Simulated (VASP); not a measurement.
Write the native input for VASP 6.6.1 that does the following.

- Task: single point
- Functional: PBEsol
- Potentials or basis: VASP PAW PBE potentials, release 64 (Hf_pv, O)
- Cutoff: 520 eV
- k mesh: 8 × 8 × 8
- Occupations: gaussian, width 0.05 eV
- Spin: no spin polarisation
- Dipole correction: no
- Further INCAR settings: ALGO = Normal; EDIFF = 1e-07; NBANDS = 18

The structure of HfO2 lies in POSCAR:

```
HfO2
1.0
    0.0000000000      2.5220673956      2.5220673956
    2.4547281961      0.0000000000      2.5220673956
    2.4547281961      2.5220673956      0.0000000000
Hf O
1 2
Direct
    0.0000000000      0.0000000000      0.0000000000
    0.2500000000      0.2500000000      0.2500000000
    0.7500000000      0.7500000000      0.7500000000
```

This cell differs from its parent crystal: normal strain along x -0.0267, normal strain along y +0.0000.

The input as run:

INCAR

```
ALGO = Normal
EDIFF = 1E-7
ENCUT = 520
GGA = PS
ISIF = 2
ISMEAR = 0
LASPH = T
LCHARG = F
LREAL = F
LWAVE = F
NBANDS = 18
NELM = 100
PREC = Accurate
SIGMA = 0.05
```

KPOINTS

```
k-points
0
Gamma
  8 8 8
```

Potentials or basis: VASP PAW PBE potentials, release 64 (Hf_pv, O).

Launch:

```console
$ cat potpaw_PBE.64/Hf_pv/POTCAR potpaw_PBE.64/O/POTCAR > POTCAR
$ mpirun -np 1 vasp_std > vasp.out
```

Results of the run:

The pressure is 3.6 GPa. The band gap on the k mesh is 3.50 eV, indirect (least direct gap 3.56 eV).

Caveat: the cell differs from its parent crystal (normal strain along x -0.0267, normal strain along y +0.0000); the PAW data sets were made with another functional, which shifts forces and pressure a little; spin-orbit coupling is left out, which moves the levels of the heavy elements.

Wall time 18 s on 1 thread of Intel(R) Xeon(R) 6975P-C (Granite Rapids) (shared host), peak memory 0.17 GiB.
